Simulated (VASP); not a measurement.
BP, 2 atoms in the cell. Symmetry: I-4m2, No. 119, tetragonal system. The conventional cell has a = 3.208 Å, b = 3.208 Å, c = 4.673 Å, α = 90.00°, β = 90.00°, γ = 90.00°. B (site symmetry -4m2) has 4 P at 1.98 Å within 2.6 Å. P (site symmetry -4m2) has 4 B at 1.98 Å within 2.6 Å.  This cell differs from its parent crystal: strain +0.0300 x Voigt [0, 1, 0, 0, 0, 0].

- Program: VASP 6.6.1
- Task: single point
- Functional: r2SCAN
- Potentials or basis: VASP PAW PBE potentials, release 64 (B, P)
- Cutoff: 520 eV
- k mesh: 10 × 10 × 10
- Occupations: gaussian, width 0.05 eV
- Spin: no spin polarisation
- Dipole correction: no
- Further INCAR settings: ALGO = Normal; EDIFF = 1e-06; NBANDS = 11

Potentials or basis: VASP PAW PBE potentials, release 64 (B, P).

Launch:

```console
$ cat potpaw_PBE.64/B/POTCAR potpaw_PBE.64/P/POTCAR > POTCAR
$ cp INCAR.step1 INCAR
$ mpirun -np 1 vasp_std > vasp.out
$ cp INCAR.step2 INCAR
$ mpirun -np 1 vasp_std > vasp.out
```

Hardware: 1 thread of Intel(R) Xeon(R) 6975P-C (Granite Rapids), on a shared host.

Task: Estimate the wall time of this run.

Result: Run time: 29 s on 1 thread of Intel(R) Xeon(R) 6975P-C (Granite Rapids), with other jobs on the host, peak memory 0.14 GiB. Counts: k points 102.
